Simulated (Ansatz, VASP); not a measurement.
**One calculation of Re, two programs**

```
Re
1.0
     2.73919    0.00000    0.00000
    -1.36959    2.37221    0.00000
     0.00000    0.00000    4.41187
Re
2
Direct
  0.33333 0.66667 0.25000
  0.66667 0.33333 0.75000
```

Alike in both runs: task single point; functional LDA; k mesh 13 × 13 × 7; occupations fermi-dirac, width 0.1 eV; no spin polarisation.

|  | VASP | Ansatz |
| --- | --- | --- |
| version | VASP 6.6.1 | Ansatz 0.2.0 |
| potentials or method | VASP PAW LDA potentials, release 64 (Re_sv_GW), cutoff 560 eV | plane waves (500 eV) with PAW, scalar-relativistic |
| valence electrons in the cell | 30 | 30 |

|  | VASP | Ansatz | Ansatz less VASP |
| --- | --- | --- | --- |
| pressure (GPa) | 0.0 | 0.0 | +0.02 |

Ansatz warns that its potentials were made for another functional, while VASP's fit it. LDA's correlation is that of Perdew and Zunger in VASP and of Perdew and Wang (1992) in Ansatz.

Neither program's run includes spin-orbit coupling.
